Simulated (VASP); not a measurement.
# CoO (R-3m) in VASP: single point with PBE

Aim: the single point of CoO with PBE.

All numbers are computed with VASP 6.6.1; they aren't measurements. Logs are shortened: lines on timing, memory, paths and dates and some standing lists are left out, and cuts for length are marked.

### Step 1. The cell of the first run

The structure is trigonal, space group R-3m (No. 166). The conventional cell has a = 3.143 Å, b = 3.143 Å, c = 7.335 Å, α = 90.00°, β = 90.00°, γ = 120.00°. Within 2.9 Å of Co (site symmetry -3m) lie 6 O at 2.19 Å. Within 2.9 Å of O (site symmetry -3m) lie 6 Co at 2.19 Å.

### Step 2. Single point, PBE, collinear spin, ferromagnetic start (10.46 Å³/atom)

File INCAR:

```
PREC = Accurate
ENCUT = 520
EDIFF = 1E-6
ISMEAR = 0
SIGMA = 0.1
LREAL = F
LASPH = T
NELM = 150
ALGO = Normal
ISIF = 2
LWAVE = F
LCHARG = T
ISPIN = 2
MAGMOM = 2.7 0.34
LORBIT = 11
LMAXMIX = 4
GGA = PE
LELF = T
LVHAR = T
NBANDS = 18
```

File KPOINTS:

```
regular mesh
0
Gamma
  18 18 18
```

File POSCAR:

```
CoO
1.0
    1.5714110145      0.9072545722      2.4451550480
   -1.5714110145      0.9072545722      2.4451550480
    0.0000000000     -1.8145091444      2.4451550480
Co O
1 1
Direct
    0.0000000000      0.0000000000      0.0000000000
    0.5000000000      0.5000000000      0.5000000000
```

Potentials or basis: VASP PAW PBE potentials, release 64 (Co, O).

The run is started by

```sh
> cat potpaw_PBE.64/Co/POTCAR potpaw_PBE.64/O/POTCAR > POTCAR
> mpirun -np 1 vasp_std > vasp.out
```

OUTCAR:

```text
PREC = Accurate
   ENCUT = 520
   EDIFF = 1E-6
   ISMEAR = 0
   LREAL = F
   LASPH = T
   NELM = 150
   ISIF = 2
   ISPIN = 2
   LORBIT = 11
   GGA = PE

 ion  position               nearest neighbor table
   1  0.000  0.000  0.000-   2 2.19   2 2.19   2 2.19   2 2.19   2 2.19   2 2.19
   2  0.500  0.500  0.500-   1 2.19   1 2.19   1 2.19   1 2.19   1 2.19   1 2.19

  LATTYP: Found a trigonal (rhomboedric) cell.
 ALAT       =     3.0448689042
 COS(alpha) =     0.4673126499

  Lattice vectors:

 A1 = (   1.5714110145,   0.9072545722,   2.4451550480)
 A2 = (  -1.5714110145,   0.9072545722,   2.4451550480)
 A3 = (   0.0000000000,  -1.8145091444,   2.4451550480)

Analysis of symmetry for initial positions (statically):
=====================================================================
 Subroutine PRICEL returns:
 Original cell was already a primitive cell.

 Routine SETGRP: Setting up the symmetry group for a
 trigonal (rhombohedral) supercell.

 Subroutine GETGRP returns: Found 12 space group operations
 (whereof 12 operations were pure point group operations)
 out of a pool of 12 trial point group operations.

The static configuration has the point symmetry D_3d.

Analysis of symmetry for dynamics (positions and initial velocities):
=====================================================================
 Subroutine PRICEL returns:
 Original cell was already a primitive cell.

 Routine SETGRP: Setting up the symmetry group for a
 trigonal (rhombohedral) supercell.

 Subroutine GETGRP returns: Found 12 space group operations
 (whereof 12 operations were pure point group operations)
 out of a pool of 12 trial point group operations.

The dynamic configuration has the point symmetry D_3d.

Analysis of structural, dynamic, and magnetic symmetry:
=====================================================================
 Subroutine PRICEL returns:
 Original cell was already a primitive cell.

 Routine SETGRP: Setting up the symmetry group for a
 trigonal (rhombohedral) supercell.

 Subroutine GETGRP returns: Found 12 space group operations
 (whereof 12 operations were pure point group operations)
 out of a pool of 12 trial point group operations.

The overall configuration has the point symmetry D_3d.

 Subroutine INISYM returns: Found 12 space group operations
 (whereof 12 operations are pure point group operations),
 and found     1 'primitive' translations

----------------------------------------------------------------------------------------

                                     Primitive cell

  volume of cell :      20.9159

  direct lattice vectors                    reciprocal lattice vectors
     1.571411014  0.907254572  2.445155048     0.318185373  0.183704411  0.136324007
    -1.571411014  0.907254572  2.445155048    -0.318185373  0.183704411  0.136324007
     0.000000000 -1.814509144  2.445155048     0.000000000 -0.367408822  0.136324007

  length of vectors
     3.044868904  3.044868904  3.044868904     0.391884520  0.391884520  0.391884520

  position of ions in fractional coordinates (direct lattice)
     0.000000000  0.000000000  0.000000000
     0.500000000  0.500000000  0.500000000

  ion indices of the primitive-cell ions
   primitive index   ion index
                 1           1
                 2           2

----------------------------------------------------------------------------------------

 KPOINTS: regular mesh

Automatic generation of k-mesh.
 Grid dimensions read from file:
 generate k-points for:   18   18   18

 Generating k-lattice:

  Cartesian coordinates                     Fractional coordinates (reciprocal lattice)
     0.017676965  0.010205801  0.007573556     0.055555556  0.000000000  0.000000000
    -0.017676965  0.010205801  0.007573556     0.000000000  0.055555556  0.000000000
     0.000000000 -0.020411601  0.007573556     0.000000000  0.000000000  0.055555556

  Length of vectors
     0.021771362  0.021771362  0.021771362

  Shift w.r.t. Gamma in fractional coordinates (k-lattice)
     0.000000000  0.000000000  0.000000000

 Subroutine IBZKPT returns following result:
 ===========================================

 Found    580 irreducible k-points:

 Following reciprocal coordinates:
            Coordinates               Weight
  0.000000  0.000000  0.000000      1.000000
  0.055556  0.000000  0.000000      6.000000
  0.111111  0.000000  0.000000      6.000000
  0.166667 -0.000000  0.000000      6.000000
  0.222222 -0.000000  0.000000      6.000000
  0.277778 -0.000000 -0.000000      6.000000
[... 16 lines left out ...]
 -0.277778  0.055556 -0.000000     12.000000
 -0.222222  0.055556 -0.000000     12.000000
 [... further k-points ...]
   k-points           NKPTS =    580   k-points in BZ     NKDIM =    580   number of bands    NBANDS=     18
   number of dos      NEDOS =    301   number of ions     NIONS =      2
   total plane-waves  NPLWV =  13824
   dimension x,y,z NGX =    24 NGY =   24 NGZ =   24
   dimension x,y,z NGXF=    48 NGYF=   48 NGZF=   48
   ions per type =               1   1
   NGX,Y,Z   is equivalent  to a cutoff of  13.10, 13.10, 13.10 a.u.
   NGXF,Y,Z  is equivalent  to a cutoff of  26.21, 26.21, 26.21 a.u.
 SYSTEM =  unknown system
   PREC   = accura    normal or accurate (medium, high low for compatibility)
   ISTART =      0    job   : 0-new  1-cont  2-samecut
   ICHARG =      2    charge: 1-file 2-atom 10-const
   ISPIN  =      2    spin polarized calculation?
   LNONCOLLINEAR =      F non collinear calculations
   LSORBIT =      F    spin-orbit coupling
   LASPH  =      T    aspherical Exc in radial PAW
   ENCUT  =  520.0 eV  38.22 Ry    6.18 a.u.   5.66  5.66  5.66*2*pi/ulx,y,z
   NELM   =    150;   NELMIN=  2; NELMDL= -5     # of ELM steps
   EDIFF  = 0.1E-05   stopping-criterion for ELM
   LREAL  =      F    real-space projection
   EDIFFG = 0.1E-04   stopping-criterion for IOM
   NSW    =      0    number of steps for IOM
   IBRION =     -1    ionic relax: 0-MD 1-quasi-New 2-CG
   NFREE  =      0    steps in history (QN), initial steepest desc. (CG)
   ISIF   =      2    stress and relaxation
   ISYM   =      2    0-nonsym 1-usesym 2-fastsym
   POTIM  = 0.5000    time-step for ionic-motion
   TEBEG  =    0.0;   TEEND  =   0.0 temperature during run
   PSTRESS=    0.0 pullay stress
   NELECT =      15.0000    total number of electrons
   NUPDOWN=      -1.0000    fix difference up-down
   EMIN   =  10.00;   EMAX   =-10.00  energy-range for DOS
   EFERMI =   0.00;   METHOD = LEGACY
   ISMEAR =     0;   SIGMA  =   0.10  broadening in eV -4-tet -1-fermi 0-gaus
   EFERMI_NEDOS =   21; number of points for ismear=-14 and -15
   IALGO  =     38    algorithm
   IMIX   =      4    mixing-type and parameters
     AMIX     =   0.40;   BMIX     =  1.00
     AMIX_MAG =   1.60;   BMIX_MAG =  1.00
  volume/ion in A,a.u.               =      10.46        70.57
  Fermi-wavevector in a.u.,A,eV,Ry     =   1.465367  2.769142 29.215793  2.147300
  Thomas-Fermi vector in A             =   2.581232
   LORBIT       =     11    0 simple, 1 ext, 2 COOP (PROOUT), +10 PAW based schemes
   GGA     = PE    functional components
   LHFCALC =     F    Hartree Fock is set to
   AEXX    =    0.0000 exact exchange contribution
   IVDW    =     0    specifies the selected vdW correction
   LEPSILON=     F    determine dielectric tensor
   LRPA    =     F    only Hartree local field effects (RPA)
 spin polarized calculation
 Gauss-broadening in eV      SIGMA  =   0.10
  energy-cutoff  :      520.00
  volume of cell :       20.92
 maximum number of plane-waves:       580
   NGX = 11   NGY = 11   NGZ = 11

 number of electron      14.9999993 magnetization       2.9964598

 Free energy of the ion-electron system (eV)
  ---------------------------------------------------
  ext. energy  EPLUGINS =         0.00000000
  ---------------------------------------------------
  free energy    TOTEN  =       -12.97881293 eV

  energy without entropy =      -12.95960421  energy(sigma->0) =      -12.96920857

 E-fermi :   6.8068     XC(G=0): -11.9636

 val. band max:        6.8058172814   @ k =   0.5000   0.4444   0.4444
 cond. band min:       6.8069421038   @ k =   0.4444   0.2778   0.1667
 fundamental gap:      0.0011248223
 Fermi energy:         6.8067822735

 spin component 1

 k-point     1 :       0.0000    0.0000    0.0000
  band No.  band energies     occupation
      1     -12.6665      1.00000
      2       3.5576      1.00000
      3       3.5576      1.00000
      4       3.7463      1.00000
      5       3.7463      1.00000
      6       3.9535      1.00000
[... 10 lines left out ...]
     17      27.6331      0.00000
     18      30.8197      0.00000
[... 463 lines left out ...]
 k-point    24 :      -0.2222    0.0556   -0.0000
  band No.  band energies     occupation
      1     -12.2107      1.00000
      2       1.1202      1.00000
      3       1.9903      1.00000
      4       2.2269      1.00000
      5       4.0128      1.00000
      6       4.1644      1.00000
[... 10 lines left out ...]
     17      32.4235      0.00000
     18      33.9161      0.00000

 [... further k-points ...]

 spin component 2

 k-point     1 :       0.0000    0.0000    0.0000
  band No.  band energies     occupation
      1     -12.1326      1.00000
      2       4.5335      1.00000
      3       4.5335      1.00000
      4       4.8254      1.00000
      5       5.8332      1.00000
      6       5.8332      1.00000
[... 10 lines left out ...]
     17      28.5906      0.00000
     18      31.6078      0.00000
[... 463 lines left out ...]
 k-point    24 :      -0.2222    0.0556   -0.0000
  band No.  band energies     occupation
      1     -11.6606      1.00000
      2       1.8154      1.00000
      3       3.4265      1.00000
      4       3.6193      1.00000
      5       6.1981      1.00000
      6       6.3509      1.00000
[... 10 lines left out ...]
     17      32.8371      0.00000
     18      34.6169      0.00000

 [... further k-points ...]

------------------------ aborting loop because EDIFF is reached ----------------------------------------

  FORCE on cell =-STRESS in cart. coord.  units (eV):
  Direction    XX          YY          ZZ          XY          YZ          ZX
  --------------------------------------------------------------------------------------
  -------------------------------------------------------------------------------------
  Total       -1.7706164     -1.7706164     -1.7387630     -0.0000000     -0.0000000      0.0000000
  in kB     -135.6308436   -135.6308436   -133.1908445     -0.0000000     -0.0000000      0.0000000
  external PRESSURE =    -134.8175106 kB  Pullay stress =       0.0000000 kB

 VOLUME and BASIS-vectors are now :
 -----------------------------------------------------------------------------
  energy-cutoff  :      520.00
  volume of cell :       20.92
      direct lattice vectors                 reciprocal lattice vectors
     1.571411014  0.907254572  2.445155048     0.318185373  0.183704411  0.136324007
    -1.571411014  0.907254572  2.445155048    -0.318185373  0.183704411  0.136324007
     0.000000000 -1.814509144  2.445155048     0.000000000 -0.367408822  0.136324007

 POSITION                                       TOTAL-FORCE (eV/Angst)
 -----------------------------------------------------------------------------------
      0.00000      0.00000      0.00000         0.000000      0.000000      0.000000
      0.00000      0.00000      3.66773         0.000000      0.000000      0.000000
 -----------------------------------------------------------------------------------
    total drift:                               -0.000000      0.000000     -0.000000

  FREE ENERGIE OF THE ION-ELECTRON SYSTEM (eV)
  ---------------------------------------------------
  free  energy   TOTEN  =       -12.9788129300 eV

  energy  without entropy=      -12.9596042118  energy(sigma->0) =      -12.96920857

 total charge

# of ion       s       p       d       tot
------------------------------------------
    1        0.274   0.307   7.090   7.671
    2        1.556   3.385   0.000   4.942
--------------------------------------------------
tot          1.830   3.692   7.090  12.613

 magnetization (x)

# of ion       s       p       d       tot
------------------------------------------
    1        0.019   0.016   2.586   2.621
    2        0.026   0.292   0.000   0.318
--------------------------------------------------
tot          0.045   0.307   2.586   2.939
```

Run time: 10 min. Hardware: 1 thread of Intel Xeon 8259CL, shared host; peak memory 0.43 GiB.

Results:

```yaml
Free_energy: -12.9788 eV
Pressure: -13.5 GPa
Band_gap_on_the_k_mesh: zero (filled and empty bands overlap)
Net_moment: 3.00 μB per cell
Site_moments: Co +2.62; O +0.32 μB
Valence_electrons_inside_the_program's_atomic_spheres: Co 7.67; O 4.94
```

Stress tensor (GPa, compression positive):
```
-13.56   0.00   0.00
  0.00 -13.56   0.00
  0.00   0.00 -13.32
```

Caveat: the cell stands under tension; a cell with one magnetic atom can't hold antiferromagnetic order, which such compounds often take; semilocal functionals often make such compounds metallic where correlation or magnetic order opens a gap, which also shifts bond lengths.
